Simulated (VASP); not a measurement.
# Al2O3 in VASP: further runs, part 2 of 3

VASP 6.6.1. The steps go on from the part before.

## Step 3: Single point, PBE

File INCAR:

```
SYSTEM = Al2O3
PREC = Accurate ; ENCUT = 520
EDIFF = 1E-6 ; ISMEAR = -1
SIGMA = 0.1861 ; LREAL = .FALSE.
LASPH = .TRUE. ; NELM = 120
ALGO = Normal ; ISIF = 2
LWAVE = .FALSE. ; LCHARG = .FALSE.
GGA = PE ; ISYM = 0
NBANDS = 49 ; GGA_COMPAT = .FALSE.
```

File KPOINTS:

```
Automatic mesh
0
G
  1 1 1
  0 0 0
```

File POSCAR:

```
Al2O3
1.0
    5.1448540000      0.0333890000     -0.0401980000
    0.0333890000      5.5015840000     -0.0056400000
   -0.0401980000     -0.0056400000      5.2914940000
Al O
6 9
Direct
    0.7516822539      0.9662433571      0.5751617097
    0.4927731363      0.7546849428      1.0004979534
    0.0165106790      0.0859416117      0.0273530324
    0.4997257145      0.3392739960      0.1277889533
    0.9374847796      0.4517598650      0.7513341107
    0.2475166626      0.8119797868      0.4427903047
    0.0931683251      0.3819333525      0.0574855201
    0.6892017744      0.1458226898      0.3031090979
    0.6124008315      0.4153321372      0.8548035322
    1.0153307258      0.2018364928      0.6133505249
    0.4127344825      0.8805956120      0.6938867662
    0.2948770105      0.9989699590      0.1451757588
    0.4606827414      0.6095315824      0.2820810688
    0.8102478288      0.8538084765      0.8839393604
   -0.0431639413      0.6608234242      0.4615915543
```

Potentials or basis: VASP PAW PBE potentials, release 64 (Al, O).

Started as:

```console
> cat potpaw_PBE.64/Al/POTCAR potpaw_PBE.64/O/POTCAR > POTCAR
> mpirun -np 1 vasp_gam > vasp.out
```

OUTCAR:

```text
SYSTEM = Al2O3
   PREC = Accurate
   ENCUT = 520
   EDIFF = 1E-6
   ISMEAR = -1
   LREAL = .FALSE.
   LASPH = .TRUE.
   NELM = 120
   ISIF = 2
   GGA = PE
   ISYM = 0

 ion  position               nearest neighbor table
   1  0.752  0.966  0.575-  14 1.77   8 1.77  10 1.90  11 1.93  15 2.07   6 2.78   3 2.82   6 2.82
                             2 2.89   5 2.99   5 3.12   3 3.29
   2  0.493  0.755  0.000-  13 1.70  11 1.81  14 1.84  12 1.85   9 2.11   4 2.38   6 2.69   1 2.89
                             3 3.04   5 3.12   6 3.21   3 3.27   4 3.29
   3  0.017  0.086  0.027-  12 1.62   7 1.69  14 1.83   8 2.27  10 2.28   5 2.51   1 2.82   6 2.90
                             4 2.91   4 3.04   2 3.04   2 3.27   1 3.29
   4  0.500  0.339  0.128-   9 1.62   8 1.70  13 1.71   7 2.13  12 2.16   2 2.38   3 2.91   3 3.04
                             5 3.10   2 3.29   6 3.35
   5  0.937  0.452  0.751-  10 1.60   9 1.78   7 1.84  15 1.92  14 2.41   3 2.51   1 2.99   6 3.05
                             4 3.10   1 3.12   2 3.12
   6  0.248  0.812  0.443-  11 1.61  15 1.72  13 1.78  12 1.90  10 2.61   2 2.69   1 2.78   1 2.82
                             3 2.90   5 3.05   2 3.21   4 3.35
   7  0.093  0.382  0.057-   3 1.69   5 1.84   4 2.13
   8  0.689  0.146  0.303-   4 1.70   1 1.77   3 2.27
   9  0.612  0.415  0.855-   4 1.62   5 1.78   2 2.11
  10  0.015  0.202  0.613-   5 1.60   1 1.90   3 2.28   6 2.61
  11  0.413  0.881  0.694-   6 1.61   2 1.81   1 1.93
  12  0.295  0.999  0.145-   3 1.62   2 1.85   6 1.90   4 2.16
  13  0.461  0.610  0.282-   2 1.70   4 1.71   6 1.78
  14  0.810  0.854  0.884-   1 1.77   3 1.83   2 1.84   5 2.41
  15  0.957  0.661  0.462-   6 1.72   5 1.92   1 2.07

IMPORTANT INFORMATION: All symmetrisations will be switched off!
NOSYMM: (Re-)initialisation of all symmetry stuff for point group C_1.

----------------------------------------------------------------------------------------

                                     Primitive cell

  volume of cell :     149.7600

  direct lattice vectors                    reciprocal lattice vectors
[... 128 lines left out ...]

 Free energy of the ion-electron system (eV)
  ---------------------------------------------------
  ext. energy  EPLUGINS =         0.00000000
  ---------------------------------------------------
  free energy    TOTEN  =      -102.54794215 eV

  energy without entropy =     -102.54520796  energy(sigma->0) =     -102.54657506

 E-fermi :   6.8856     XC(G=0): -10.6311

 val. band max:        5.4340806603   @ k =   0.0000   0.0000   0.0000
 cond. band min:       8.3342160418   @ k =   0.0000   0.0000   0.0000
 fundamental gap:      2.9001353815
 Fermi energy:         6.8855530646

 k-point     1 :       0.0000    0.0000    0.0000
  band No.  band energies     occupation
      1     -14.8887      2.00000
      2     -13.7184      2.00000
      3     -13.3738      2.00000
      4     -12.9531      2.00000
      5     -12.5763      2.00000
      6     -12.2636      2.00000
[... 40 lines left out ...]
     47      14.8327      0.00000
     48      15.1842      0.00000
 [bands above 48 left out]

------------------------ aborting loop because EDIFF is reached ----------------------------------------

  FORCE on cell =-STRESS in cart. coord.  units (eV):
  Direction    XX          YY          ZZ          XY          YZ          ZX
  --------------------------------------------------------------------------------------
  -------------------------------------------------------------------------------------
  Total       20.9718846     19.3103022     20.1152924     -3.3673107      1.3285922     12.7998955
  in kB      224.3635205    206.5874127    215.1994405    -36.0245016     14.2136789    136.9371268
  external PRESSURE =     215.3834579 kB  Pullay stress =       0.0000000 kB

 VOLUME and BASIS-vectors are now :
 -----------------------------------------------------------------------------
  energy-cutoff  :      520.00
  volume of cell :      149.76
      direct lattice vectors                 reciprocal lattice vectors
     5.144854000  0.033389000 -0.040198000     0.194388150 -0.001178225  0.001475457
     0.033389000  5.501584000 -0.005640000    -0.001178225  0.181773173  0.000184794
    -0.040198000 -0.005640000  5.291494000     0.001475457  0.000184794  0.188993950

 POSITION                                       TOTAL-FORCE (eV/Angst)
 -----------------------------------------------------------------------------------
      3.87644      5.33772      3.00780         0.544795      0.431423     -1.071077
      2.56042      4.16841     -0.02143         1.658875      2.166758     -2.732918
      0.08672      0.47321      0.14359        -4.515950      0.019328     -1.414870
      2.57721      1.88251      0.65419        -3.658298     -3.767057      3.505130
      4.80810      2.51246      3.93545        -1.035147      4.494936      0.126723
      1.28275      4.47294      2.32849        -1.194957     -0.688618     -3.161089
      0.48978      2.10403      0.29829         1.255264      2.765926     -1.155555
      3.53853      0.82356      1.57537         1.482406     -1.464817     -0.591453
      3.13022      2.30061      4.49623         0.067161      1.919963     -2.723990
      0.06096      1.10747      3.24379         0.946422     -5.766298      0.555435
      2.12497      4.85454      3.65014         1.364118      0.545103      1.100885
      1.54462      5.50494      0.75071         1.312059     -2.531572      1.719113
      2.37916      3.36718      1.47067         0.327200     -0.021259      0.779081
      4.16158      4.71937      4.63997         2.192899      0.049953      3.118461
      4.92629      3.66492      2.40032        -0.746846      1.846229      1.946123
 -----------------------------------------------------------------------------------
    total drift:                                0.000278     -0.000839     -0.000348

  FREE ENERGIE OF THE ION-ELECTRON SYSTEM (eV)
  ---------------------------------------------------
  free  energy   TOTEN  =      -102.5479421498 eV

  energy  without entropy=     -102.5452079628  energy(sigma->0) =     -102.54657506
```

OSZICAR:

```text
N       E                     dE             d eps       ncg     rms          rms(c)
DAV:   1     0.601716803165E+03    0.60172E+03   -0.43299E+04    98   0.145E+03
DAV:   2    -0.787569868208E+02   -0.68047E+03   -0.66024E+03   147   0.350E+02
DAV:   3    -0.119245760802E+03   -0.40489E+02   -0.40308E+02   108   0.903E+01
DAV:   4    -0.119761439912E+03   -0.51568E+00   -0.51486E+00   124   0.113E+01
DAV:   5    -0.119767679851E+03   -0.62399E-02   -0.62379E-02   124   0.127E+00    0.247E+01
DAV:   6    -0.102794526332E+03    0.16973E+02   -0.61469E+01   108   0.353E+01    0.904E+00
DAV:   7    -0.102609845930E+03    0.18468E+00   -0.14348E+00   132   0.592E+00    0.463E+00
DAV:   8    -0.102533407115E+03    0.76439E-01   -0.23638E-01   108   0.303E+00    0.124E+00
DAV:   9    -0.102544714247E+03   -0.11307E-01   -0.49682E-02   124   0.138E+00    0.431E-01
DAV:  10    -0.102547011986E+03   -0.22977E-02   -0.63141E-03   116   0.424E-01    0.272E-01
DAV:  11    -0.102547752751E+03   -0.74077E-03   -0.16616E-03   116   0.278E-01    0.103E-01
DAV:  12    -0.102547921685E+03   -0.16893E-03   -0.32764E-04   124   0.111E-01    0.275E-02
DAV:  13    -0.102547935825E+03   -0.14140E-04   -0.73627E-05   124   0.476E-02    0.163E-02
DAV:  14    -0.102547940843E+03   -0.50183E-05   -0.97007E-06   116   0.207E-02    0.492E-03
DAV:  15    -0.102547942122E+03   -0.12785E-05   -0.43515E-06   124   0.116E-02    0.241E-03
DAV:  16    -0.102547942150E+03   -0.28106E-07   -0.44155E-07    76   0.511E-03
   1 F= -.10254794E+03 E0= -.10254658E+03  d E =-.273419E-02
```

It took 15 s on 1 thread of Intel Xeon Platinum 8488C (Sapphire Rapids), shared host; peak memory 0.22 GiB.

What came out:

| Quantity | Value |
| --- | --- |
| Free energy | -102.5479 eV |
| Pressure | 21.5 GPa |
| Largest force | 6.313 eV/Å |
| Band gap on the k mesh | 2.90 eV |

Forces in eV/Å, atoms in the order of the input:
```
Al   0.545  0.431 -1.071
Al   1.659  2.167 -2.733
Al  -4.516  0.019 -1.415
Al  -3.658 -3.767  3.505
Al  -1.035  4.495  0.127
Al  -1.195 -0.689 -3.161
O    1.255  2.766 -1.156
O    1.482 -1.465 -0.591
O    0.067  1.920 -2.724
O    0.946 -5.766  0.555
O    1.364  0.545  1.101
O    1.312 -2.532  1.719
O    0.327 -0.021  0.779
O    2.193  0.050  3.118
O   -0.747  1.846  1.946
```

Caveat: the k points lie up to 1.22 Å⁻¹ apart.

[end of part 2 of 3]
